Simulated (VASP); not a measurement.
## TiO2: single point with PBE

The system is TiO2.

```
CELL_PARAMETERS angstrom
9.45900 0.00000 0.00000
0.00000 2.95850 0.00000
0.00000 0.00000 4.90220
ATOMIC_POSITIONS crystal
Ti 0.63841 0.25705 0.56715
Ti 0.36037 0.74692 0.44912
Ti 0.86177 0.72494 0.06448
Ti 0.13385 0.24657 0.93723
O 0.47362 0.26196 0.29385
O 0.52883 0.74329 0.71758
O 0.02565 0.72645 0.79133
O 0.97233 0.22905 0.21516
O 0.76388 0.24123 0.87545
O 0.23955 0.74913 0.13339
O 0.73166 0.74096 0.36920
O 0.26554 0.26027 0.63668
```

This cell differs from its parent crystal: atoms moved at random.

- Program: VASP 6.6.1
- Task: single point
- Functional: PBE
- Potentials or basis: VASP PAW PBE potentials, release 64 (Ti_sv, O)
- Cutoff: 520 eV
- k mesh: 3 × 9 × 6
- Occupations: fermi-dirac, width 0.05 eV
- Spin: no spin polarisation
- Dipole correction: no
- Further INCAR settings: ALGO = Normal; EDIFF = 1e-06; NBANDS = 60

The pressure is 1.1 GPa. The largest force is 1.628 eV/Å and the band gap on the k mesh is 2.33 eV.

Forces on the atoms (eV/Å):
```
Ti  -1.211 -0.040 -0.019
Ti   1.275  0.024 -1.012
Ti   0.047  0.055  0.647
Ti   0.491 -0.152  0.472
O   -0.284 -0.254  0.865
O    0.014  0.188 -0.459
O    0.064  0.454  0.317
O   -0.032  0.197 -0.562
O    0.278 -0.147 -0.085
O   -0.758 -0.139 -0.212
O    0.503  0.065 -0.262
O   -0.388 -0.249  0.309
```

Stress tensor (GPa, compression positive):
```
 0.50 -0.14 -0.85
-0.14  2.49  0.17
-0.85  0.17  0.43
```

Levels at points of the mesh, in eV from the valence-band top:
| k point | band 45 | band 46 | band 47 | band 48 | band 49 | band 50 | band 51 | band 52 |
| --- | --- | --- | --- | --- | --- | --- | --- | --- |
| (0.00, 0.00, 0.00) | -0.53 | -0.46 | -0.30 | 0.00 | 2.33 | 2.47 | 2.52 | 2.76 |
| (0.00, 0.00, 0.50) | -0.94 | -0.82 | -0.73 | -0.57 | 2.42 | 2.49 | 2.61 | 2.70 |

Run time: 12 min on 1 thread of Intel(R) Xeon(R) Platinum 8488C (Sapphire Rapids), on a shared host, peak memory 0.55 GiB.

Caveat: the cell differs from its parent crystal (atoms moved at random); an odd mesh through Γ misses points on the zone boundary, where band edges can lie; forces of over 1 eV/Å act on the atoms, so gaps and moduli don't describe the material at rest.
